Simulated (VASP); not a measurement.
# SnS7 (Fm-3m) in VASP: further runs

SnS7 is run at these levels: PBE; tasks: single point, relaxation of cell and atoms.

All numbers are computed with VASP 6.6.1; they aren't measurements. Logs are shortened: lines on timing, memory, paths and dates and some standing lists are left out, and cuts for length are marked.

## Step 1: The cell of the first run

It takes space group Fm-3m (No. 225, cubic). Conventional cell: a = 8.284 Å, b = 8.284 Å, c = 8.284 Å, α = 90.00°, β = 90.00°, γ = 90.00°. Sn (site symmetry m-3m) has 12 S at 2.93 Å within 3.9 Å. Within 3.9 Å of S (site symmetry m-3m) lie 12 S at 2.93 Å. Within 3.9 Å of S (site symmetry mmm) lie 2 Sn at 2.93 Å and 10 S at 2.93 Å.

The cell was built from a structure type or drawn by symmetry, and may not be a known phase.

## Step 2: Single point, PBE

The input, INCAR:

```
ALGO = Normal
EDIFF = 1E-6
ENCUT = 520
GGA = PE
ISIF = 2
ISMEAR = 0
LASPH = T
LCHARG = F
LREAL = F
LWAVE = F
NBANDS = 38
NELM = 60
PREC = Accurate
SIGMA = 0.1
```

The input, KPOINTS:

```
k-points
0
Gamma
  4 4 4
```

The input, POSCAR:

```
SnS7
1.0
    0.0000000000      4.1421788868      4.1421788868
    4.1421788868      0.0000000000      4.1421788868
    4.1421788868      4.1421788868      0.0000000000
Sn S
1 7
Direct
    0.0000000000      0.0000000000      0.0000000000
    0.5000000000      0.5000000000      0.5000000000
    0.0000000000      0.5000000000      0.0000000000
    0.5000000000      0.0000000000      0.0000000000
    0.0000000000      0.5000000000      0.5000000000
    0.5000000000      0.0000000000      0.5000000000
    0.0000000000      0.0000000000      0.5000000000
    0.5000000000      0.5000000000      0.0000000000
```

Potentials or basis: VASP PAW PBE potentials, release 64 (Sn_d, S).

Run with:

```sh
> cat potpaw_PBE.64/Sn_d/POTCAR potpaw_PBE.64/S/POTCAR > POTCAR
> mpirun -np 1 vasp_std > vasp.out
```

OUTCAR:

```text
EDIFF = 1E-6
   ENCUT = 520
   GGA = PE
   ISIF = 2
   ISMEAR = 0
   LASPH = T
   LREAL = F
   NELM = 60
   PREC = Accurate

 ion  position               nearest neighbor table
   1  0.000  0.000  0.000-   3 2.93   4 2.93   7 2.93   5 2.93   6 2.93   7 2.93   3 2.93   5 2.93
                             8 2.93   4 2.93   6 2.93   8 2.93
   2  0.500  0.500  0.500-
   3  0.000  0.500  0.000-   1 2.93   1 2.93
   4  0.500  0.000  0.000-   1 2.93   1 2.93
   5  0.000  0.500  0.500-   1 2.93   1 2.93
   6  0.500  0.000  0.500-   1 2.93   1 2.93
   7  0.000  0.000  0.500-   1 2.93   1 2.93
   8  0.500  0.500  0.000-   1 2.93   1 2.93

  LATTYP: Found a face centered cubic cell.
 ALAT       =     8.2843577736

  Lattice vectors:

 A1 = (   0.0000000000,   4.1421788868,   4.1421788868)
 A2 = (   4.1421788868,   0.0000000000,   4.1421788868)
 A3 = (   4.1421788868,   4.1421788868,   0.0000000000)

Analysis of symmetry for initial positions (statically):
=====================================================================
 Subroutine PRICEL returns:
 Original cell was already a primitive cell.

 Routine SETGRP: Setting up the symmetry group for a
 face centered cubic supercell.

 Subroutine GETGRP returns: Found 48 space group operations
 (whereof 48 operations were pure point group operations)
 out of a pool of 48 trial point group operations.

The static configuration has the point symmetry O_h .

Analysis of symmetry for dynamics (positions and initial velocities):
=====================================================================
 Subroutine PRICEL returns:
 Original cell was already a primitive cell.

 Routine SETGRP: Setting up the symmetry group for a
 face centered cubic supercell.

 Subroutine GETGRP returns: Found 48 space group operations
 (whereof 48 operations were pure point group operations)
 out of a pool of 48 trial point group operations.

The dynamic configuration has the point symmetry O_h .

 Subroutine INISYM returns: Found 48 space group operations
 (whereof 48 operations are pure point group operations),
 and found     1 'primitive' translations

----------------------------------------------------------------------------------------

                                     Primitive cell

  volume of cell :     142.1401

  direct lattice vectors                    reciprocal lattice vectors
     0.000000000  4.142178887  4.142178887    -0.120709417  0.120709417  0.120709417
     4.142178887  0.000000000  4.142178887     0.120709417 -0.120709417  0.120709417
     4.142178887  4.142178887  0.000000000     0.120709417  0.120709417 -0.120709417

  length of vectors
     5.857925559  5.857925559  5.857925559     0.209074844  0.209074844  0.209074844

  position of ions in fractional coordinates (direct lattice)
     0.000000000  0.000000000  0.000000000
     0.500000000  0.500000000  0.500000000
     0.000000000  0.500000000  0.000000000
     0.500000000  0.000000000  0.000000000
     0.000000000  0.500000000  0.500000000
     0.500000000  0.000000000  0.500000000
     0.000000000  0.000000000  0.500000000
     0.500000000  0.500000000  0.000000000

  ion indices of the primitive-cell ions
   primitive index   ion index
                 1           1
                 2           2
                 3           3
                 4           4
                 5           5
                 6           6
                 7           7
                 8           8

----------------------------------------------------------------------------------------

 KPOINTS: k-points

Automatic generation of k-mesh.
 Grid dimensions read from file:
 generate k-points for:    4    4    4

 Generating k-lattice:

  Cartesian coordinates                     Fractional coordinates (reciprocal lattice)
    -0.030177354  0.030177354  0.030177354     0.250000000  0.000000000  0.000000000
     0.030177354 -0.030177354  0.030177354     0.000000000  0.250000000  0.000000000
     0.030177354  0.030177354 -0.030177354     0.000000000  0.000000000  0.250000000

  Length of vectors
     0.052268711  0.052268711  0.052268711

  Shift w.r.t. Gamma in fractional coordinates (k-lattice)
     0.000000000  0.000000000  0.000000000

 Subroutine IBZKPT returns following result:
 ===========================================

 Found      8 irreducible k-points:

 Following reciprocal coordinates:
            Coordinates               Weight
  0.000000  0.000000  0.000000      1.000000
  0.250000  0.000000  0.000000      8.000000
  0.500000  0.000000  0.000000      4.000000
  0.250000  0.250000  0.000000      6.000000
  0.500000  0.250000  0.000000     24.000000
 -0.250000  0.250000  0.000000     12.000000
  0.500000  0.500000  0.000000      3.000000
 -0.250000  0.500000  0.250000      6.000000
   k-points           NKPTS =      8   k-points in BZ     NKDIM =      8   number of bands    NBANDS=     38
   number of dos      NEDOS =    301   number of ions     NIONS =      8
   total plane-waves  NPLWV = 110592
   dimension x,y,z NGX =    48 NGY =   48 NGZ =   48
   dimension x,y,z NGXF=    96 NGYF=   96 NGZF=   96
   ions per type =               1   7
   NGX,Y,Z   is equivalent  to a cutoff of  13.62, 13.62, 13.62 a.u.
   NGXF,Y,Z  is equivalent  to a cutoff of  27.24, 27.24, 27.24 a.u.
 SYSTEM =  unknown system
   PREC   = accura    normal or accurate (medium, high low for compatibility)
   ISTART =      0    job   : 0-new  1-cont  2-samecut
   ICHARG =      2    charge: 1-file 2-atom 10-const
   ISPIN  =      1    spin polarized calculation?
   LNONCOLLINEAR =      F non collinear calculations
   LSORBIT =      F    spin-orbit coupling
   LASPH  =      T    aspherical Exc in radial PAW
   ENCUT  =  520.0 eV  38.22 Ry    6.18 a.u.  10.89 10.89 10.89*2*pi/ulx,y,z
   NELM   =     60;   NELMIN=  2; NELMDL= -5     # of ELM steps
   EDIFF  = 0.1E-05   stopping-criterion for ELM
   LREAL  =      F    real-space projection
   EDIFFG = 0.1E-04   stopping-criterion for IOM
   NSW    =      0    number of steps for IOM
   IBRION =     -1    ionic relax: 0-MD 1-quasi-New 2-CG
   NFREE  =      0    steps in history (QN), initial steepest desc. (CG)
   ISIF   =      2    stress and relaxation
   ISYM   =      2    0-nonsym 1-usesym 2-fastsym
   POTIM  = 0.5000    time-step for ionic-motion
   TEBEG  =    0.0;   TEEND  =   0.0 temperature during run
   PSTRESS=    0.0 pullay stress
   NELECT =      56.0000    total number of electrons
   NUPDOWN=      -1.0000    fix difference up-down
   EMIN   =  10.00;   EMAX   =-10.00  energy-range for DOS
   EFERMI =   0.00;   METHOD = LEGACY
   ISMEAR =     0;   SIGMA  =   0.10  broadening in eV -4-tet -1-fermi 0-gaus
   EFERMI_NEDOS =   21; number of points for ismear=-14 and -15
   IALGO  =     38    algorithm
   IMIX   =      4    mixing-type and parameters
     AMIX     =   0.40;   BMIX     =  1.00
     AMIX_MAG =   1.60;   BMIX_MAG =  1.00
  volume/ion in A,a.u.               =      17.77       119.90
  Fermi-wavevector in a.u.,A,eV,Ry     =   1.200140  2.267936 19.596968  1.440337
  Thomas-Fermi vector in A             =   2.335984
   LORBIT       =      0    0 simple, 1 ext, 2 COOP (PROOUT), +10 PAW based schemes
   GGA     = PE    functional components
   LHFCALC =     F    Hartree Fock is set to
   AEXX    =    0.0000 exact exchange contribution
   IVDW    =     0    specifies the selected vdW correction
   LEPSILON=     F    determine dielectric tensor
   LRPA    =     F    only Hartree local field effects (RPA)
 non-spin polarized calculation
 Gauss-broadening in eV      SIGMA  =   0.10
  energy-cutoff  :      520.00
  volume of cell :      142.14
 maximum number of plane-waves:      3860
 NGX is ok and might be reduce to    48
   NGX = 21   NGY = 21   NGZ = 21

 number of electron      55.9999995 magnetization

 Free energy of the ion-electron system (eV)
  ---------------------------------------------------
  ext. energy  EPLUGINS =         0.00000000
  ---------------------------------------------------
  free energy    TOTEN  =       -24.73794328 eV

  energy without entropy =      -24.69885745  energy(sigma->0) =      -24.71840037

 E-fermi :   7.0256     XC(G=0): -10.8524

 val. band max:        6.8539564004   @ k =  -0.2500   0.5000   0.2500
 cond. band min:       7.0346251120   @ k =   0.5000   0.0000   0.0000
 fundamental gap:      0.1806687116
 Fermi energy:         7.0256412825

 k-point     1 :       0.0000    0.0000    0.0000
  band No.  band energies     occupation
      1     -14.2583      2.00000
      2     -14.2583      2.00000
      3     -14.2583      2.00000
      4     -14.2475      2.00000
      5     -14.2475      2.00000
      6      -8.6877      2.00000
[... 30 lines left out ...]
     37      12.8887      0.00000
     38      13.2798      0.00000

 k-point     2 :       0.2500    0.0000    0.0000
  band No.  band energies     occupation
      1     -14.2574      2.00000
      2     -14.2571      2.00000
      3     -14.2571      2.00000
      4     -14.2470      2.00000
      5     -14.2470      2.00000
      6      -8.3663      2.00000
[... 30 lines left out ...]
     37      12.8954      0.00000
     38      13.4446      0.00000

 k-point     3 :       0.5000    0.0000    0.0000
  band No.  band energies     occupation
      1     -14.2566      2.00000
      2     -14.2561      2.00000
      3     -14.2561      2.00000
      4     -14.2463      2.00000
      5     -14.2463      2.00000
      6      -7.5735      2.00000
[... 30 lines left out ...]
     37      12.7283      0.00000
[... 125 lines left out ...]
 k-point     7 :       0.5000    0.5000    0.0000
  band No.  band energies     occupation
      1     -14.2591      2.00000
      2     -14.2532      2.00000
      3     -14.2532      2.00000
      4     -14.2477      2.00000
      5     -14.2453      2.00000
      6      -7.1922      2.00000
[... 30 lines left out ...]
     37      11.8407      0.00000
     38      14.8460      0.00000

 k-point     8 :      -0.2500    0.5000    0.2500
  band No.  band energies     occupation
      1     -14.2562      2.00000
      2     -14.2562      2.00000
      3     -14.2532      2.00000
      4     -14.2471      2.00000
      5     -14.2459      2.00000
      6      -6.8093      2.00000
[... 30 lines left out ...]
     37      11.6263      0.00000
     38      15.8735      0.00000

------------------------ aborting loop because EDIFF is reached ----------------------------------------

  FORCE on cell =-STRESS in cart. coord.  units (eV):
  Direction    XX          YY          ZZ          XY          YZ          ZX
  --------------------------------------------------------------------------------------
  -------------------------------------------------------------------------------------
  Total       -0.1797076     -0.1797076     -0.1797076     -0.0000000     -0.0000000      0.0000000
  in kB       -2.0256313     -2.0256313     -2.0256313     -0.0000000     -0.0000000      0.0000000
  external PRESSURE =      -2.0256313 kB  Pullay stress =       0.0000000 kB

 VOLUME and BASIS-vectors are now :
 -----------------------------------------------------------------------------
  energy-cutoff  :      520.00
  volume of cell :      142.14
      direct lattice vectors                 reciprocal lattice vectors
     0.000000000  4.142178887  4.142178887    -0.120709417  0.120709417  0.120709417
     4.142178887  0.000000000  4.142178887     0.120709417 -0.120709417  0.120709417
     4.142178887  4.142178887  0.000000000     0.120709417  0.120709417 -0.120709417

 POSITION                                       TOTAL-FORCE (eV/Angst)
 -----------------------------------------------------------------------------------
      0.00000      0.00000      0.00000         0.000000      0.000000      0.000000
      4.14218      4.14218      4.14218         0.000000     -0.000000     -0.000000
      2.07109      0.00000      2.07109         0.000000     -0.000000     -0.000000
      0.00000      2.07109      2.07109         0.000000      0.000000     -0.000000
      4.14218      2.07109      2.07109        -0.000000     -0.000000     -0.000000
      2.07109      4.14218      2.07109         0.000000      0.000000     -0.000000
      2.07109      2.07109      0.00000        -0.000000     -0.000000      0.000000
      2.07109      2.07109      4.14218         0.000000     -0.000000      0.000000
 -----------------------------------------------------------------------------------
    total drift:                                0.000000      0.000000     -0.000000

  FREE ENERGIE OF THE ION-ELECTRON SYSTEM (eV)
  ---------------------------------------------------
  free  energy   TOTEN  =       -24.7379432824 eV

  energy  without entropy=      -24.6988574524  energy(sigma->0) =      -24.71840037
```

It took 63 s on 1 thread of Intel Xeon 8259CL, shared host; peak memory 0.32 GiB.

Results:

* Free energy: -24.7379 eV
* Pressure: -0.2 GPa
* Band gap on the k mesh: zero (bands 28 and 29 overlap by 1.79 eV)

Caveat: spin-orbit coupling is left out, which moves the levels of the heavy elements.

[end of part 1 of 3]
